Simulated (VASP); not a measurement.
A run of VASP 6.6.1 is set up as follows.

File POSCAR:

```
Sr2TeO
1.0
    4.3563053191      0.0000000000      0.0000000000
    0.0000000000      4.3563053191      0.0000000000
    0.0000000000      0.0000000000      6.1723914998
O Sr Te
1 2 1
Direct
    0.0000000000      0.0000000000      0.0000000000
    0.0000000000      0.0000000000      0.5000000000
    0.5000000000      0.5000000000      0.0000000000
    0.5000000000      0.5000000000      0.5000000000
```

Contents of INCAR.step1:

```
  PREC = Accurate
  ENCUT = 520
  ISMEAR = -1
  SIGMA = 0.02
  LREAL = F
  LASPH = T
  NELM = 80
  NBANDS = 24
  GGA = PE
  ALGO = Normal
  EDIFF = 1E-4
  LWAVE = T
  LCHARG = F
```

The input INCAR.step2:

```
  PREC = Accurate
  ENCUT = 520
  EDIFF = 1E-6
  ISMEAR = -1
  SIGMA = 0.02
  LREAL = F
  LASPH = T
  NELM = 80
  ALGO = Normal
  ISIF = 2
  LWAVE = F
  LCHARG = F
  METAGGA = R2SCAN
  LMIXTAU = T
  NBANDS = 24
  ISTART = 1
```

File KPOINTS:

```
Automatic mesh
0
Gamma
  6 6 4
```

Potentials or basis: VASP PAW PBE potentials, release 64 (O, Sr_sv, Te).

Command:

```sh
$ cat potpaw_PBE.64/O/POTCAR potpaw_PBE.64/Sr_sv/POTCAR potpaw_PBE.64/Te/POTCAR > POTCAR
$ cp INCAR.step1 INCAR
$ mpirun -np 1 vasp_std > vasp.out
$ cp INCAR.step2 INCAR
$ mpirun -np 1 vasp_std > vasp.out
```

(1) What does it give for the band gap on the k mesh?

(2) Estimate the pressure.

Answers

(1) 1.82 eV.

(2) 0.1 GPa.

Caveat: the PAW data sets were made with another functional, which shifts forces and pressure a little; spin-orbit coupling is left out, which moves the levels of the heavy elements.
